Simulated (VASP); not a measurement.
# TaN (P-6m2) in VASP: a series of runs

Runs on TaN. Level: PBE+D3(BJ). Tasks: single point, relaxation of cell and atoms.

Program: VASP 6.6.1. These are calculated values, not measurements. Logs are shortened: lines on timing, memory, paths and dates and some standing lists are left out, and cuts for length are marked.

**1. The cell of the first run**

Symmetry: P-6m2, No. 187, hexagonal system. The conventional cell has a = 2.929 Å, b = 2.929 Å, c = 2.881 Å, α = 90.00°, β = 90.00°, γ = 120.00°. Ta (site symmetry -6m2) has 6 N at 2.22 Å and 2 Ta at 2.88 Å within 2.9 Å. N (site symmetry -6m2) has 6 Ta at 2.22 Å and 2 N at 2.88 Å within 2.9 Å.

**2. Single point, PBE+D3(BJ)**

INCAR

```
SYSTEM = TaN
PREC     = Accurate       ! precision mode
ENCUT    = 520            ! plane-wave cutoff, eV
EDIFF    = 1E-7           ! SCF threshold, eV
ISMEAR   = 0              ! smearing method
SIGMA    = 0.1            ! smearing width, eV
LREAL    = .FALSE.        ! projectors in reciprocal space
LASPH    = .TRUE.         ! aspherical terms in the spheres
NELM     = 60             ! most SCF steps
ALGO     = Normal         ! electronic algorithm
ISIF     = 2              ! what is computed and relaxed
LWAVE    = .FALSE.        ! write WAVECAR
LCHARG   = .TRUE.         ! write CHGCAR
GGA      = PE             ! functional
IVDW     = 12             ! dispersion correction
LELF     = .TRUE.         ! ELF
LVHAR    = .TRUE.       
NBANDS   = 15             ! bands
```

KPOINTS

```
Automatic mesh
0
G
  18 18 14
  0 0 0
```

POSCAR

```
TaN
1.0
    2.9285153094      0.0000000000      0.0000000000
   -1.4642576547      2.5361686533      0.0000000000
    0.0000000000      0.0000000000      2.8807935964
Ta N
1 1
Direct
    0.3333333333      0.6666666667      0.5000000000
    0.0000000000      0.0000000000      0.0000000000
```

Potentials or basis: VASP PAW PBE potentials, release 64 (Ta_pv, N).

The run is started by

```bash
$ cat potpaw_PBE.64/Ta_pv/POTCAR potpaw_PBE.64/N/POTCAR > POTCAR
$ mpirun -np 1 vasp_std > vasp.out
```

OUTCAR:

```text
SYSTEM = TaN
   PREC = Accurate
   ENCUT = 520
   EDIFF = 1E-7
   ISMEAR = 0
   LREAL = .FALSE.
   LASPH = .TRUE.
   NELM = 60
   ISIF = 2
   GGA = PE
   IVDW = 12
 IVDW          = 12

 ion  position               nearest neighbor table
   1  0.333  0.667  0.500-   2 2.22   2 2.22   2 2.22   2 2.22   2 2.22   2 2.22
   2  0.000  0.000  0.000-   1 2.22   1 2.22   1 2.22   1 2.22   1 2.22   1 2.22

  LATTYP: Found a hexagonal cell.
 ALAT       =     2.9285153094
 C/A-ratio  =     0.9837044687

  Lattice vectors:

 A1 = (   2.9285153094,   0.0000000000,   0.0000000000)
 A2 = (  -1.4642576547,   2.5361686533,   0.0000000000)
 A3 = (   0.0000000000,   0.0000000000,   2.8807935964)

Analysis of symmetry for initial positions (statically):
=====================================================================
 Subroutine PRICEL returns:
 Original cell was already a primitive cell.

 Routine SETGRP: Setting up the symmetry group for a
 hexagonal supercell.

 Subroutine GETGRP returns: Found 12 space group operations
 (whereof 12 operations were pure point group operations)
 out of a pool of 24 trial point group operations.

The static configuration has the point symmetry D_3h.

Analysis of symmetry for dynamics (positions and initial velocities):
=====================================================================
 Subroutine PRICEL returns:
 Original cell was already a primitive cell.

 Routine SETGRP: Setting up the symmetry group for a
 hexagonal supercell.

 Subroutine GETGRP returns: Found 12 space group operations
 (whereof 12 operations were pure point group operations)
 out of a pool of 24 trial point group operations.

The dynamic configuration has the point symmetry D_3h.

 Subroutine INISYM returns: Found 12 space group operations
 (whereof 12 operations are pure point group operations),
 and found     1 'primitive' translations

----------------------------------------------------------------------------------------

                                     Primitive cell

  volume of cell :      21.3963

  direct lattice vectors                    reciprocal lattice vectors
     2.928515309  0.000000000  0.000000000     0.341469958  0.197147772  0.000000000
    -1.464257655  2.536168653  0.000000000     0.000000000  0.394295544  0.000000000
     0.000000000  0.000000000  2.880793596     0.000000000  0.000000000  0.347126570

  length of vectors
     2.928515309  2.928515309  2.880793596     0.394295544  0.394295544  0.347126570

  position of ions in fractional coordinates (direct lattice)
     0.333333333  0.666666667  0.500000000
     0.000000000  0.000000000  0.000000000

  ion indices of the primitive-cell ions
[... 89 lines left out ...]
   EFERMI =   0.00;   METHOD = LEGACY
   ISMEAR =     0;   SIGMA  =   0.10  broadening in eV -4-tet -1-fermi 0-gaus
   EFERMI_NEDOS =   21; number of points for ismear=-14 and -15
   IALGO  =     38    algorithm
   IMIX   =      4    mixing-type and parameters
     AMIX     =   0.40;   BMIX     =  1.00
     AMIX_MAG =   1.60;   BMIX_MAG =  1.00
  volume/ion in A,a.u.               =      10.70        72.19
  Fermi-wavevector in a.u.,A,eV,Ry     =   1.485943  2.808026 30.042037  2.208027
  Thomas-Fermi vector in A             =   2.599292
   LORBIT       =      0    0 simple, 1 ext, 2 COOP (PROOUT), +10 PAW based schemes
   GGA     = PE    functional components
   LHFCALC =     F    Hartree Fock is set to
   AEXX    =    0.0000 exact exchange contribution
   IVDW    =    12    specifies the selected vdW correction
   LEPSILON=     F    determine dielectric tensor
   LRPA    =     F    only Hartree local field effects (RPA)
 non-spin polarized calculation
 Gauss-broadening in eV      SIGMA  =   0.10
  energy-cutoff  :      520.00
  volume of cell :       21.40
 maximum number of plane-waves:       599
 NGX is ok and might be reduce to    24
   NGX = 11   NGY = 11   NGZ = 11

 number of electron      16.0000000 magnetization

 Free energy of the ion-electron system (eV)
  ---------------------------------------------------
  ext. energy  EPLUGINS =         0.00000000
  ---------------------------------------------------
  free energy    TOTEN  =       -22.43388490 eV

  energy without entropy =      -22.43363699  energy(sigma->0) =      -22.43376095

 E-fermi :   8.3203     XC(G=0): -13.3860

 val. band max:        8.2814060099   @ k =   0.0000   0.0000   0.4286
 cond. band min:       8.3498310942   @ k =   0.0556   0.0000   0.5000
 fundamental gap:      0.0684250843
 Fermi energy:         8.3203094124

 k-point     1 :       0.0000    0.0000    0.0000
  band No.  band energies     occupation
      1     -26.5036      2.00000
      2     -26.2275      2.00000
      3     -26.2275      2.00000
      4      -9.5040      2.00000
      5       3.7529      2.00000
      6       3.7529      2.00000
      7       4.0818      2.00000
      8       5.3781      2.00000
      9      10.6160      0.00000
     10      11.9339      0.00000
     11      11.9339      0.00000
     12      12.3710      0.00000
     13      12.3710      0.00000
     14      21.4748      0.00000
[... 401 lines left out ...]
      2     -26.5406      2.00000
      3     -26.3553      2.00000
      4      -7.1704      2.00000
      5       0.2156      2.00000
      6       3.1441      2.00000
      7       4.0549      2.00000
      8       6.0297      2.00000
      9      10.6548      0.00000
     10      11.4291      0.00000
     11      12.9484      0.00000
     12      14.4273      0.00000
     13      16.9983      0.00000
     14      20.5644      0.00000
     15      21.7295      0.00000

 [... further k-points ...]

------------------------ aborting loop because EDIFF is reached ----------------------------------------

 Edisp (eV)   -0.93754

 E8    (eV) :    -0.4332

  FORCE on cell =-STRESS in cart. coord.  units (eV):
  Direction    XX          YY          ZZ          XY          YZ          ZX
  --------------------------------------------------------------------------------------
  -------------------------------------------------------------------------------------
  Total       0.09155     0.09155     0.11508     0.00000     0.00000     0.00000
  in kB       6.85510     6.85510     8.61696     0.00000     0.00000     0.00000
  external pressure =        7.44 kB  Pullay stress =        0.00 kB

 VOLUME and BASIS-vectors are now :
 -----------------------------------------------------------------------------
  energy-cutoff  :      520.00
  volume of cell :       21.40
      direct lattice vectors                 reciprocal lattice vectors
     2.928515309  0.000000000  0.000000000     0.341469958  0.197147772  0.000000000
    -1.464257655  2.536168653  0.000000000     0.000000000  0.394295544  0.000000000
     0.000000000  0.000000000  2.880793596     0.000000000  0.000000000  0.347126570

 POSITION                                       TOTAL-FORCE (eV/Angst)
 -----------------------------------------------------------------------------------
     -0.00000      1.69078      1.44040        -0.000000      0.000000      0.000000
      0.00000      0.00000      0.00000         0.000000      0.000000      0.000000
 -----------------------------------------------------------------------------------
    total drift:                                0.000000     -0.000000     -0.000000

  FREE ENERGIE OF THE ION-ELECTRON SYSTEM (eV)
  ---------------------------------------------------
  free  energy   TOTEN  =       -23.3714270163 eV

  energy  without entropy=      -23.3711791016  energy(sigma->0) =      -23.37130306
```

OSZICAR:

```text
N       E                     dE             d eps       ncg     rms          rms(c)
DAV:   1     0.920275445363E+02    0.92028E+02   -0.88016E+03  8880   0.113E+03
DAV:   2    -0.220806337764E+02   -0.11411E+03   -0.10728E+03 10686   0.308E+02
DAV:   3    -0.249549665312E+02   -0.28743E+01   -0.28607E+01 10182   0.455E+01
DAV:   4    -0.249669948238E+02   -0.12028E-01   -0.12025E-01 11554   0.319E+00
DAV:   5    -0.249670658504E+02   -0.71027E-04   -0.71024E-04 10280   0.229E-01    0.239E+01
DAV:   6    -0.225104327101E+02    0.24566E+01   -0.40236E+00 11570   0.237E+01    0.101E+01
DAV:   7    -0.224616944752E+02    0.48738E-01   -0.61681E-01  9692   0.617E+00    0.706E+00
DAV:   8    -0.224429412977E+02    0.18753E-01   -0.15518E-01 11057   0.335E+00    0.171E+00
DAV:   9    -0.224338788574E+02    0.90624E-02   -0.17740E-02 10042   0.112E+00    0.175E-01
DAV:  10    -0.224339604986E+02   -0.81641E-04   -0.12790E-03 10707   0.398E-01    0.968E-02
DAV:  11    -0.224338851172E+02    0.75381E-04   -0.98731E-05 10427   0.104E-01    0.134E-02
DAV:  12    -0.224338849562E+02    0.16095E-06   -0.12878E-05 10084   0.324E-02    0.412E-03
DAV:  13    -0.224338849044E+02    0.51856E-07   -0.91305E-08  8273   0.306E-03
   1 F= -.23371427E+02 E0= -.23371303E+02  d E =-.247915E-03
```

stdout:

```text
POSCAR found type information on POSCAR TaN
 POSCAR found :  2 types and       2 ions
 scaLAPACK will be used
 LDA part: xc-table for (Slater+PW92), standard interpolation
 POSCAR, INCAR and KPOINTS ok, starting setup
 FFT: planning ... GRIDC
 FFT: planning ... GRID_SOFT
 FFT: planning ... GRID
 WAVECAR not read
 entering main loop
```

It took 61 s on 1 thread of Intel Xeon Platinum 8488C (Sapphire Rapids), shared host; peak memory 0.23 GiB.

Results:

- Free energy: -23.3714 eV
- Pressure: 0.7 GPa
- Band gap on the k mesh: zero (band 8 reaches 8.54 eV, above the bottom of band 9 at 8.24 eV)
- Dispersion energy per atom: -0.469 eV

Levels at points of the mesh, in eV from the Fermi level:
```
           k point  band 6  band 7  band 8  band 9  band 10  band 11
(0.00, 0.00, 0.00)   -4.57   -4.24   -2.94    2.30     3.61     3.61
(0.50, 0.00, 0.00)   -5.24   -3.50   -3.18    3.04     4.09     5.26
(0.00, 0.00, 0.50)   -3.75   -3.75   -0.08   -0.08     2.40     3.38
(0.50, 0.00, 0.50)   -6.21   -5.70   -0.35    4.22     5.43     6.10
```

Caveat: spin-orbit coupling is left out, which moves the levels of the heavy elements; pairwise dispersion overbinds metals, which lowers pressure and volume.

**3. Relaxation of cell and atoms, PBE+D3(BJ)**

This run uses another cell than the first one, of 10.92 Å³/atom, 1.021 times its volume.

INCAR

```
SYSTEM = TaN
  ALGO = Normal
  EDIFF = 1E-6
  EDIFFG = -0.005
  ENCUT = 600
  GGA = PE
  IBRION = 2
  ISIF = 3
  ISMEAR = 0
  IVDW = 12
  LASPH = .TRUE.
  LCHARG = .FALSE.
  LREAL = .FALSE.
  LWAVE = .FALSE.
  NELM = 100
  NSW = 70
  PREC = Accurate
  SIGMA = 0.1
```

KPOINTS

```
k-points
0
G
  18 18 14
  0 0 0
```

POSCAR

```
TaN
1.0
    2.9501846714      0.0000000000      0.0000000000
   -1.4750923357      2.5549348713      0.0000000000
    0.0000000000      0.0000000000      2.8977715837
Ta N
1 1
Direct
    0.3333333333      0.6666666667      0.5000000000
    0.0000000000      0.0000000000      0.0000000000
```

Potentials or basis: VASP PAW PBE potentials, release 64 (Ta_pv, N).

The run is started by

```bash
$ cat potpaw_PBE.64/Ta_pv/POTCAR potpaw_PBE.64/N/POTCAR > POTCAR
$ mpirun -np 1 vasp_std > vasp.out
```

OUTCAR:

```text
SYSTEM = TaN
   EDIFF = 1E-6
   EDIFFG = -0.005
   ENCUT = 600
   GGA = PE
   IBRION = 2
   ISIF = 3
   ISMEAR = 0
   IVDW = 12
   LASPH = .TRUE.
   LREAL = .FALSE.
   NELM = 100
   NSW = 70
   PREC = Accurate
 IVDW          = 12

 ion  position               nearest neighbor table
   1  0.333  0.667  0.500-   2 2.24   2 2.24   2 2.24   2 2.24   2 2.24   2 2.24
   2  0.000  0.000  0.000-   1 2.24   1 2.24   1 2.24   1 2.24   1 2.24   1 2.24

  LATTYP: Found a hexagonal cell.
 ALAT       =     2.9501846714
 C/A-ratio  =     0.9822339638

  Lattice vectors:

 A1 = (   2.9501846714,   0.0000000000,   0.0000000000)
 A2 = (  -1.4750923357,   2.5549348713,   0.0000000000)
 A3 = (   0.0000000000,   0.0000000000,   2.8977715837)

Analysis of symmetry for initial positions (statically):
=====================================================================
 Subroutine PRICEL returns:
 Original cell was already a primitive cell.

 Routine SETGRP: Setting up the symmetry group for a
 hexagonal supercell.

 Subroutine GETGRP returns: Found 12 space group operations
 (whereof 12 operations were pure point group operations)
 out of a pool of 24 trial point group operations.

The static configuration has the point symmetry D_3h.

Analysis of symmetry for dynamics (positions and initial velocities):
=====================================================================
 Subroutine PRICEL returns:
 Original cell was already a primitive cell.

 Routine SETGRP: Setting up the symmetry group for a
 hexagonal supercell.

 Subroutine GETGRP returns: Found 12 space group operations
 (whereof 12 operations were pure point group operations)
 out of a pool of 24 trial point group operations.

The dynamic configuration has the point symmetry D_3h.

 Subroutine INISYM returns: Found 12 space group operations
 (whereof 12 operations are pure point group operations),
 and found     1 'primitive' translations

----------------------------------------------------------------------------------------

                                     Primitive cell

  volume of cell :      21.8420

  direct lattice vectors                    reciprocal lattice vectors
     2.950184671  0.000000000  0.000000000     0.338961832  0.195699705  0.000000000
[... 105 lines left out ...]
     AMIX     =   0.40;   BMIX     =  1.00
     AMIX_MAG =   1.60;   BMIX_MAG =  1.00
  volume/ion in A,a.u.               =      10.92        73.70
  Fermi-wavevector in a.u.,A,eV,Ry     =   1.475765  2.788791 29.631873  2.177881
  Thomas-Fermi vector in A             =   2.590374
   LORBIT       =      0    0 simple, 1 ext, 2 COOP (PROOUT), +10 PAW based schemes
   GGA     = PE    functional components
   LHFCALC =     F    Hartree Fock is set to
   AEXX    =    0.0000 exact exchange contribution
   IVDW    =    12    specifies the selected vdW correction
   LEPSILON=     F    determine dielectric tensor
   LRPA    =     F    only Hartree local field effects (RPA)
 conjugate gradient relaxation of ions
 non-spin polarized calculation
 Gauss-broadening in eV      SIGMA  =   0.10
  energy-cutoff  :      600.00
  volume of cell :       21.84
 maximum number of plane-waves:       746
 NGX is ok and might be reduce to    24
   NGX = 11   NGY = 11   NGZ = 11

--------------------------------------- Ionic step        1  -------------------------------------------

 number of electron      16.0000001 magnetization

 Free energy of the ion-electron system (eV)
  ---------------------------------------------------
  ext. energy  EPLUGINS =         0.00000000
  ---------------------------------------------------
  free energy    TOTEN  =       -22.44831982 eV

  energy without entropy =      -22.44806547  energy(sigma->0) =      -22.44819265

------------------------ aborting loop because EDIFF is reached ----------------------------------------

 Edisp (eV)   -0.91777

 E8    (eV) :    -0.4239
[... 231 lines left out ...]
--------------------------------------- Ionic step        7  -------------------------------------------

 number of electron      16.0000000 magnetization

 Free energy of the ion-electron system (eV)
  ---------------------------------------------------
  ext. energy  EPLUGINS =         0.00000000
  ---------------------------------------------------
  free energy    TOTEN  =       -22.43847098 eV

  energy without entropy =      -22.43822276  energy(sigma->0) =      -22.43834687

 E-fermi :   8.3029     XC(G=0): -13.3769

 val. band max:        8.2641174179   @ k =   0.0000   0.0000   0.4286
 cond. band min:       8.3322608624   @ k =   0.0556   0.0000   0.5000
 fundamental gap:      0.0681434445
 Fermi energy:         8.3028522561

 k-point     1 :       0.0000    0.0000    0.0000
  band No.  band energies     occupation
      1     -26.5262      2.00000
      2     -26.2502      2.00000
      3     -26.2502      2.00000
      4      -9.5091      2.00000
      5       3.7437      2.00000
      6       3.7437      2.00000
      7       4.0714      2.00000
      8       5.3616      2.00000
      9      10.5877      0.00000
     10      11.9080      0.00000
     11      11.9080      0.00000
     12      12.3434      0.00000
[... 331 lines left out ...]
 k-point    24 :       0.3889    0.1111    0.0000
  band No.  band energies     occupation
      1     -27.2430      2.00000
      2     -26.5617      2.00000
      3     -26.3787      2.00000
      4      -7.1821      2.00000
      5       0.2072      2.00000
      6       3.1331      2.00000
      7       4.0432      2.00000
      8       6.0164      2.00000
      9      10.6315      0.00000
     10      11.4055      0.00000
     11      12.9202      0.00000
     12      14.3968      0.00000

 [... further k-points ...]

------------------------ aborting loop because EDIFF is reached ----------------------------------------

 Edisp (eV)   -0.93593

 E8    (eV) :    -0.4324
[... 25 lines left out ...]
  FREE ENERGIE OF THE ION-ELECTRON SYSTEM (eV)
  ---------------------------------------------------
  free  energy   TOTEN  =       -23.3744012464 eV

  energy  without entropy=      -23.3741530276  energy(sigma->0) =      -23.37427714

 reached required accuracy - stopping structural energy minimisation
```

Run time: 2.8 min. Hardware: 1 thread of Intel Xeon Platinum 8488C (Sapphire Rapids), shared host; peak memory 0.24 GiB.

Results:

* Free energy: -23.3744 eV
* Relaxed volume: 10.72 Å³/atom
* Relaxed cell: a = 2.930 Å, b = 2.930 Å, c = 2.883 Å, α = 90.00°, β = 90.00°, γ = 120.00°
* Space group after relaxing (to 0.05 Å): P-6m2 (No. 187)
* Energy gained by relaxing: 4.2 meV/atom
* Ionic steps: 7
* Pressure after relaxing: 0.0 GPa
* Band gap on the k mesh: zero (band 8 reaches 8.52 eV, above the bottom of band 9 at 8.22 eV)
* Dispersion energy per atom: -0.468 eV

The path:
```csv
step,energy change (eV),largest force (eV/Å),pressure (GPa),volume (Å³)
1,0.0000,0.0000,-6.39,21.84
2,0.0414,0.0000,17.63,20.49
3,-0.0083,0.0000,-0.10,21.44
4,-0.0083,0.0000,0.03,21.43
5,-0.0083,0.0000,0.04,21.43
6,-0.0083,0.0000,0.03,21.43
7,-0.0083,0.0000,0.04,21.43
```

Final structure:
```
Ta N
1.0
     2.92998    0.00000    0.00000
    -1.46499    2.53744    0.00000
     0.00000    0.00000    2.88272
Ta N
1 1
Direct
  0.33333 0.66667 0.50000
  0.00000 0.00000 0.00000
```

Levels at points of the mesh, in eV from the Fermi level:
```tsv
k point	band 5	band 6	band 7	band 8	band 9	band 10	band 11	band 12
(0.00, 0.00, 0.00)	-4.56	-4.56	-4.23	-2.94	2.28	3.61	3.61	4.04
(0.50, 0.00, 0.00)	-8.30	-5.23	-3.49	-3.17	3.04	4.08	5.25	5.37
(0.00, 0.00, 0.50)	-9.38	-3.74	-3.74	-0.08	-0.08	2.39	3.38	3.38
(0.50, 0.00, 0.50)	-7.34	-6.20	-5.69	-0.35	4.21	5.42	6.08	7.15
```

Caveat: spin-orbit coupling is left out, which moves the levels of the heavy elements; pairwise dispersion overbinds metals, which lowers pressure and volume.
